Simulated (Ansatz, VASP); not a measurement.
# Sn4Se: VASP beside Ansatz

```
Sn Se
1.0
     0.00000    4.37051    4.37051
     4.37051    0.00000    4.37051
     4.37051    4.37051    0.00000
Sn Se
4 1
Direct
  0.12509 0.62474 0.12509
  0.12509 0.12509 0.12509
  0.62474 0.12509 0.12509
  0.12509 0.12509 0.62474
  0.75000 0.75000 0.75000
```

Alike in both runs: functional PBE; k mesh 8 × 8 × 8; occupations gaussian, width 0.1 eV; no spin polarisation.

Ansatz relaxed the structure, and its values are those at the end. VASP's run is a single point on that final structure, the one shown.

|  | VASP | Ansatz |
| --- | --- | --- |
| version | VASP 6.6.1 | Ansatz 0.2.0 |
| potentials or method | VASP PAW PBE potentials, release 64 (Sn_d, Se), cutoff 520 eV | scalar-relativistic, plane waves, PAW |
| valence electrons in the cell | 62 | 72 |

```csv
,VASP,Ansatz,Ansatz less VASP
gap on the k mesh at the Fermi level (eV),none,none,-
pressure (GPa),0.0,0.0,+0.03
```

A gap of «none» marks a metal or a gap that the smearing closes. VASP's potentials hold 62 valence electrons a cell and Ansatz's 72, so a difference there can come from the potentials and not from the codes.
